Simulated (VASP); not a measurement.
BiO:

```
CELL_PARAMETERS angstrom
0.00000 2.83480 2.83480
2.83480 0.00000 2.83480
2.83480 2.83480 0.00000
ATOMIC_POSITIONS crystal
Bi 0.00000 0.00000 0.00000
O 0.25000 0.25000 0.25000
```

* Program: VASP 6.6.1
* Task: relaxation of cell and atoms
* Functional: PBE
* Potentials or basis: VASP PAW PBE potentials, release 64 (Bi_d, O)
* Cutoff: 600 eV
* k mesh: 6 × 6 × 6
* Occupations: gaussian, width 0.2 eV
* Spin: no spin polarisation

At the start: pressure -3.1 GPa; volume 22.78 Å³/atom.

Q: Where does the relaxation end?

A: Over 3 steps the energy falls by 9.8 meV/atom and the volume is 21.81 Å³/atom (-4.3 %); space group F-43m (No. 216, to 0.05 Å).

Step by step:
```csv
step,energy change (eV),largest force (eV/Å),pressure (GPa),volume (Å³)
1,0.0000,0.0000,-3.10,45.56
2,-0.0150,0.0000,1.69,42.72
3,-0.0196,0.0000,0.00,43.61
```

Final structure:
```
Bi O
1.0
     0.00000    2.79375    2.79375
     2.79375    0.00000    2.79375
     2.79375    2.79375    0.00000
Bi O
1 1
Direct
  0.00000 0.00000 0.00000
  0.25000 0.25000 0.25000
```

Caveat: an odd number of electrons without spin polarisation forces a metal; a magnetic or distorted state may lie lower.
